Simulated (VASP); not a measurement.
# CaO (I-4m2) in VASP: notebook

CaO is run at these levels: PBE, r2SCAN; tasks: single point.

All numbers are computed with VASP 6.6.1; they aren't measurements. Logs are shortened: lines on timing, memory, paths and dates and some standing lists are left out, and cuts for length are marked.

## Step 1: The cell of the first run

It takes space group I-4m2 (No. 119, tetragonal). The conventional cell has a = 3.686 Å, b = 3.686 Å, c = 5.352 Å, α = 90.00°, β = 90.00°, γ = 90.00°. Within 3.0 Å of Ca (site symmetry -4m2) lie 4 O at 2.28 Å. O (site symmetry -4m2) has 4 Ca at 2.28 Å within 3.0 Å.

## Step 2: Single point, PBE (uniaxial z strain +2.6%)

Input file INCAR:

```
SYSTEM = CaO
  PREC = Accurate
  ENCUT = 520
  EDIFF = 1E-7
  ISMEAR = -1
  SIGMA = 0.02
  LREAL = .False.
  LASPH = .True.
  NELM = 60
  ALGO = Normal
  ISIF = 2
  LWAVE = .False.
  LCHARG = .False.
  GGA = PE
  NBANDS = 15
```

Input file KPOINTS:

```
regular mesh
0
Gamma
  8 8 8
  0 0 0
```

Input file POSCAR:

```
CaO
1.0
    0.0000000000      2.6067317416      2.6758101328
    2.6067317416      0.0000000000      2.6758101328
    2.6067317416      2.6067317416      0.0000000000
Ca O
1 1
Direct
    0.0000000000      0.0000000000      0.0000000000
    0.2500000000      0.2500000000      0.2500000000
```

Potentials or basis: VASP PAW PBE potentials, release 64 (Ca_sv, O).

Launch:

```sh
$ cat potpaw_PBE.64/Ca_sv/POTCAR potpaw_PBE.64/O/POTCAR > POTCAR
$ mpirun -np 1 vasp_std > vasp.out
```

OUTCAR:

```text
SYSTEM = CaO
   PREC = Accurate
   ENCUT = 520
   EDIFF = 1E-7
   ISMEAR = -1
   LREAL = .False.
   LASPH = .True.
   NELM = 60
   ISIF = 2
   GGA = PE

 ion  position               nearest neighbor table
   1  0.000  0.000  0.000-   2 2.28   2 2.28   2 2.28   2 2.28
   2  0.250  0.250  0.250-   1 2.28   1 2.28   1 2.28   1 2.28

  LATTYP: Found a body centered tetragonal cell.
 ALAT       =     3.6864753824
 C/A-ratio  =     1.4516902218

  Lattice vectors:

 A1 = (  -2.6067317416,   0.0000000000,   2.6758101328)
 A2 = (   2.6067317416,   0.0000000000,   2.6758101328)
 A3 = (   0.0000000000,   2.6067317416,  -2.6758101328)

Analysis of symmetry for initial positions (statically):
=====================================================================
 Subroutine PRICEL returns:
 Original cell was already a primitive cell.

 Routine SETGRP: Setting up the symmetry group for a
 body centered tetragonal supercell.

 Subroutine GETGRP returns: Found  8 space group operations
 (whereof  8 operations were pure point group operations)
 out of a pool of 16 trial point group operations.

The static configuration has the point symmetry D_2d.

Analysis of symmetry for dynamics (positions and initial velocities):
=====================================================================
 Subroutine PRICEL returns:
 Original cell was already a primitive cell.

 Routine SETGRP: Setting up the symmetry group for a
 body centered tetragonal supercell.

 Subroutine GETGRP returns: Found  8 space group operations
 (whereof  8 operations were pure point group operations)
 out of a pool of 16 trial point group operations.

The dynamic configuration has the point symmetry D_2d.

 Subroutine INISYM returns: Found  8 space group operations
 (whereof  8 operations are pure point group operations),
 and found     1 'primitive' translations

----------------------------------------------------------------------------------------

                                     Primitive cell

  volume of cell :      36.3645

  direct lattice vectors                    reciprocal lattice vectors
     0.000000000  2.606731742  2.675810133    -0.191811068  0.191811068  0.186859297
     2.606731742  0.000000000  2.675810133     0.191811068 -0.191811068  0.186859297
     2.606731742  2.606731742  0.000000000     0.191811068  0.191811068 -0.186859297

  length of vectors
     3.735640539  3.735640539  3.686475382     0.329392423  0.329392423  0.329392423

  position of ions in fractional coordinates (direct lattice)
     0.000000000  0.000000000  0.000000000
     0.250000000  0.250000000  0.250000000

  ion indices of the primitive-cell ions
   primitive index   ion index
                 1           1
                 2           2

----------------------------------------------------------------------------------------

 KPOINTS: regular mesh

Automatic generation of k-mesh.
 Grid dimensions read from file:
 generate k-points for:    8    8    8

 Generating k-lattice:

  Cartesian coordinates                     Fractional coordinates (reciprocal lattice)
    -0.023976384  0.023976384  0.023357412     0.125000000  0.000000000  0.000000000
     0.023976384 -0.023976384  0.023357412     0.000000000  0.125000000  0.000000000
     0.023976384  0.023976384 -0.023357412     0.000000000  0.000000000  0.125000000

  Length of vectors
     0.041174053  0.041174053  0.041174053

  Shift w.r.t. Gamma in fractional coordinates (k-lattice)
     0.000000000  0.000000000  0.000000000

 Subroutine IBZKPT returns following result:
 ===========================================

 Found     59 irreducible k-points:

 Following reciprocal coordinates:
            Coordinates               Weight
  0.000000  0.000000  0.000000      1.000000
  0.125000  0.000000  0.000000      8.000000
  0.250000  0.000000  0.000000      8.000000
  0.375000  0.000000  0.000000      8.000000
  0.500000  0.000000  0.000000      4.000000
  0.125000  0.125000  0.000000      2.000000
[... 16 lines left out ...]
  0.250000  0.000000  0.125000     16.000000
  0.375000  0.000000  0.125000     16.000000
 [... further k-points ...]
   k-points           NKPTS =     59   k-points in BZ     NKDIM =     59   number of bands    NBANDS=     15
   number of dos      NEDOS =    301   number of ions     NIONS =      2
   total plane-waves  NPLWV =  21952
   dimension x,y,z NGX =    28 NGY =   28 NGZ =   28
   dimension x,y,z NGXF=    56 NGYF=   56 NGZF=   56
   ions per type =               1   1
   NGX,Y,Z   is equivalent  to a cutoff of  12.46, 12.46, 12.63 a.u.
   NGXF,Y,Z  is equivalent  to a cutoff of  24.92, 24.92, 25.25 a.u.
 SYSTEM =  CaO
   PREC   = accura    normal or accurate (medium, high low for compatibility)
   ISTART =      0    job   : 0-new  1-cont  2-samecut
   ICHARG =      2    charge: 1-file 2-atom 10-const
   ISPIN  =      1    spin polarized calculation?
   LNONCOLLINEAR =      F non collinear calculations
   LSORBIT =      F    spin-orbit coupling
   LASPH  =      T    aspherical Exc in radial PAW
   ENCUT  =  520.0 eV  38.22 Ry    6.18 a.u.   6.95  6.95  6.85*2*pi/ulx,y,z
   NELM   =     60;   NELMIN=  2; NELMDL= -5     # of ELM steps
   EDIFF  = 0.1E-06   stopping-criterion for ELM
   LREAL  =      F    real-space projection
   EDIFFG = 0.1E-05   stopping-criterion for IOM
   NSW    =      0    number of steps for IOM
   IBRION =     -1    ionic relax: 0-MD 1-quasi-New 2-CG
   NFREE  =      0    steps in history (QN), initial steepest desc. (CG)
   ISIF   =      2    stress and relaxation
   ISYM   =      2    0-nonsym 1-usesym 2-fastsym
   POTIM  = 0.5000    time-step for ionic-motion
   TEBEG  =    0.0;   TEEND  =   0.0 temperature during run
   PSTRESS=    0.0 pullay stress
   NELECT =      16.0000    total number of electrons
   NUPDOWN=      -1.0000    fix difference up-down
   EMIN   =  10.00;   EMAX   =-10.00  energy-range for DOS
   EFERMI =   0.00;   METHOD = LEGACY
   ISMEAR =    -1;   SIGMA  =   0.02  broadening in eV -4-tet -1-fermi 0-gaus
   EFERMI_NEDOS =   21; number of points for ismear=-14 and -15
   IALGO  =     38    algorithm
   IMIX   =      4    mixing-type and parameters
     AMIX     =   0.40;   BMIX     =  1.00
     AMIX_MAG =   1.60;   BMIX_MAG =  1.00
  volume/ion in A,a.u.               =      18.18       122.70
  Fermi-wavevector in a.u.,A,eV,Ry     =   1.245151  2.352995 21.094501  1.550402
  Thomas-Fermi vector in A             =   2.379386
   LORBIT       =      0    0 simple, 1 ext, 2 COOP (PROOUT), +10 PAW based schemes
   GGA     = PE    functional components
   LHFCALC =     F    Hartree Fock is set to
   AEXX    =    0.0000 exact exchange contribution
   IVDW    =     0    specifies the selected vdW correction
   LEPSILON=     F    determine dielectric tensor
   LRPA    =     F    only Hartree local field effects (RPA)
 non-spin polarized calculation
  energy-cutoff  :      520.00
  volume of cell :       36.36
 maximum number of plane-waves:       996
   NGX = 13   NGY = 13   NGZ = 13

 number of electron      16.0000004 magnetization

 Free energy of the ion-electron system (eV)
  ---------------------------------------------------
  ext. energy  EPLUGINS =         0.00000000
  ---------------------------------------------------
  free energy    TOTEN  =       -12.44306247 eV

  energy without entropy =      -12.44306247  energy(sigma->0) =      -12.44306247

 E-fermi :   0.8154     XC(G=0):  -8.9309

 val. band max:        0.3903480088   @ k =   0.5000   0.5000   0.0000
 cond. band min:       3.6009078413   @ k =   0.0000   0.0000   0.0000
 fundamental gap:      3.2105598325
 Fermi energy:         0.8154030706

 k-point     1 :       0.0000    0.0000    0.0000
  band No.  band energies     occupation
      1     -36.9004      2.00000
      2     -17.8474      2.00000
      3     -17.8474      2.00000
      4     -17.8391      2.00000
      5     -14.3859      2.00000
      6      -0.2278      2.00000
      7      -0.2040      2.00000
      8      -0.2040      2.00000
      9       3.6009      0.00000
     10       8.1306      0.00000
     11       8.3204      0.00000
     12       9.6487      0.00000
     13       9.8621      0.00000
     14       9.8621      0.00000
     15      16.5372      0.00000

 k-point     2 :       0.1250    0.0000    0.0000
  band No.  band energies     occupation
      1     -36.8945      2.00000
      2     -17.9504      2.00000
      3     -17.8538      2.00000
      4     -17.8496      2.00000
      5     -14.2811      2.00000
      6      -0.3871      2.00000
      7      -0.1809      2.00000
      8      -0.1606      2.00000
      9       4.1388      0.00000
     10       7.9781      0.00000
     11       8.1444      0.00000
     12       9.5468      0.00000
     13       9.8958      0.00000
     14       9.9922      0.00000
     15      15.0380      0.00000

 k-point     3 :       0.2500    0.0000    0.0000
  band No.  band energies     occupation
      1     -36.8805      2.00000
      2     -18.1805      2.00000
      3     -17.8692      2.00000
      4     -17.8688      2.00000
      5     -14.0576      2.00000
      6      -0.6065      2.00000
      7      -0.0967      2.00000
      8      -0.0618      2.00000
      9       5.2517      0.00000
     10       7.8387      0.00000
     11       7.9538      0.00000
     12       9.1173      0.00000
     13       9.9872      0.00000
     14      10.0388      0.00000
     15      13.0774      0.00000
[... 343 lines left out ...]
 k-point    23 :       0.2500    0.0000    0.1250
  band No.  band energies     occupation
      1     -36.8810      2.00000
      2     -18.1426      2.00000
      3     -17.8873      2.00000
      4     -17.8771      2.00000
      5     -14.0681      2.00000
      6      -0.6549      2.00000
      7      -0.0887      2.00000
      8      -0.0379      2.00000
      9       5.2276      0.00000
     10       7.2765      0.00000
     11       8.3366      0.00000
     12       9.4123      0.00000
     13       9.8678      0.00000
     14      10.0869      0.00000
     15      13.9692      0.00000

 k-point    24 :       0.3750    0.0000    0.1250
  band No.  band energies     occupation
      1     -36.8670      2.00000
      2     -18.3397      2.00000
      3     -17.9104      2.00000
      4     -17.8997      2.00000
      5     -13.8724      2.00000
      6      -0.6710      2.00000
      7      -0.0344      2.00000
      8       0.0406      2.00000
      9       6.0240      0.00000
     10       7.2332      0.00000
     11       8.3447      0.00000
     12       9.1224      0.00000
     13       9.7446      0.00000
     14      10.1129      0.00000
     15      12.5579      0.00000

 [... further k-points ...]

------------------------ aborting loop because EDIFF is reached ----------------------------------------

  FORCE on cell =-STRESS in cart. coord.  units (eV):
  Direction    XX          YY          ZZ          XY          YZ          ZX
  --------------------------------------------------------------------------------------
  -------------------------------------------------------------------------------------
  Total       -0.0181553     -0.0181553     -0.1393443      0.0000000     -0.0000000      0.0000000
  in kB       -0.7999005     -0.7999005     -6.1393402      0.0000000     -0.0000000      0.0000000
  external PRESSURE =      -2.5797137 kB  Pullay stress =       0.0000000 kB

 VOLUME and BASIS-vectors are now :
 -----------------------------------------------------------------------------
  energy-cutoff  :      520.00
  volume of cell :       36.36
      direct lattice vectors                 reciprocal lattice vectors
     0.000000000  2.606731742  2.675810133    -0.191811068  0.191811068  0.186859297
     2.606731742  0.000000000  2.675810133     0.191811068 -0.191811068  0.186859297
     2.606731742  2.606731742  0.000000000     0.191811068  0.191811068 -0.186859297

 POSITION                                       TOTAL-FORCE (eV/Angst)
 -----------------------------------------------------------------------------------
      0.00000      0.00000      0.00000         0.000000      0.000000      0.000000
      1.30337      1.30337      1.33791        -0.000000     -0.000000     -0.000000
 -----------------------------------------------------------------------------------
    total drift:                               -0.000000     -0.000000     -0.000000

  FREE ENERGIE OF THE ION-ELECTRON SYSTEM (eV)
  ---------------------------------------------------
  free  energy   TOTEN  =       -12.4430624719 eV

  energy  without entropy=      -12.4430624718  energy(sigma->0) =      -12.44306247
```

Run time: 93 s. Hardware: 1 thread of Intel Xeon 8259CL, shared host; peak memory 0.18 GiB.

Results:

| Quantity | Value |
| --- | --- |
| Free energy | -12.4431 eV |
| Pressure | -0.3 GPa |
| Band gap on the k mesh | 3.21 eV (least direct gap 3.80 eV) |

Levels at points of the mesh, in eV from the valence-band top:
| k point | band 4 | band 5 | band 6 | band 7 | band 8 | band 9 | band 10 | band 11 | band 12 | band 13 |
| --- | --- | --- | --- | --- | --- | --- | --- | --- | --- | --- |
| (0.00, 0.00, 0.00) | -18.23 | -14.78 | -0.62 | -0.59 | -0.59 | 3.21 | 7.74 | 7.93 | 9.26 | 9.47 |
| (0.50, 0.00, 0.00) | -18.28 | -14.19 | -1.00 | -0.39 | -0.33 | 6.03 | 7.71 | 7.76 | 8.05 | 9.18 |
| (0.50, 0.50, 0.00) | -18.35 | -13.98 | -1.41 | 0.00 | 0.00 | 4.80 | 6.48 | 8.84 | 9.15 | 9.15 |
| (0.50, 0.00, 0.50) | -18.35 | -14.02 | -1.39 | -0.05 | -0.03 | 4.89 | 6.53 | 8.85 | 9.13 | 9.18 |

Caveat: the cell differs from its parent crystal (uniaxial z strain +2.6%); the structure was generated, so it needn't be the stable form of CaO. A k mesh can miss the band edges.

## Step 3: Single point, r2SCAN (uniaxial z strain +2.6%)

POSCAR is that of step 2.

Input file INCAR.step1:

```
SYSTEM = CaO
PREC = Accurate ; ENCUT = 520
ISMEAR = 0 ; SIGMA = 0.01
LREAL = .FALSE. ; LASPH = .TRUE.
NELM = 60 ; NBANDS = 15
GGA = PE ; ALGO = Normal
EDIFF = 1E-4 ; LWAVE = .TRUE.
LCHARG = .FALSE.
```

Input file INCAR.step2:

```
SYSTEM = CaO
PREC = Accurate ; ENCUT = 520
EDIFF = 1E-6 ; ISMEAR = 0
SIGMA = 0.01 ; LREAL = .FALSE.
LASPH = .TRUE. ; NELM = 60
ALGO = Normal ; ISIF = 2
LWAVE = .FALSE. ; LCHARG = .TRUE.
METAGGA = R2SCAN ; LMIXTAU = .TRUE.
LELF = .TRUE. ; LVHAR = .TRUE.
NBANDS = 15 ; ISTART = 1
```

Input file KPOINTS:

```
regular mesh
0
G
  8 8 8
  0 0 0
```

Potentials or basis: VASP PAW PBE potentials, release 64 (Ca_sv, O).

Launch:

```sh
$ cat potpaw_PBE.64/Ca_sv/POTCAR potpaw_PBE.64/O/POTCAR > POTCAR
$ cp INCAR.step1 INCAR
$ mpirun -np 1 vasp_std > vasp.out
$ cp INCAR.step2 INCAR
$ mpirun -np 1 vasp_std > vasp.out
```

It took 5.1 min on 1 thread of Intel Xeon 8259CL, shared host; peak memory 0.19 GiB.

The run converged. Its results:

```
Free energy            : -18.9389 eV
Pressure               : -1.3 GPa
Band gap on the k mesh : 3.62 eV (least direct gap 4.21 eV)
```

Stress tensor (GPa, compression positive):
```
-1.09  0.00  0.00
 0.00 -1.09  0.00
 0.00  0.00 -1.61
```

Levels at points of the mesh, in eV from the valence-band top:
```csv
k point,band 6,band 7,band 8,band 9,band 10,band 11
"(0.00, 0.00, 0.00)",-0.62,-0.59,-0.59,3.62,8.42,8.61
"(0.50, 0.00, 0.00)",-1.00,-0.39,-0.33,6.47,8.36,8.41
"(0.50, 0.50, 0.00)",-1.40,0.00,0.00,5.20,7.06,9.57
"(0.50, 0.00, 0.50)",-1.39,-0.05,-0.03,5.29,7.11,9.57
```

Caveat: the cell differs from its parent crystal (uniaxial z strain +2.6%); the structure was generated, so it needn't be the stable form of CaO; the PAW data sets were made with another functional, which shifts forces and pressure a little. A k mesh can miss the band edges.
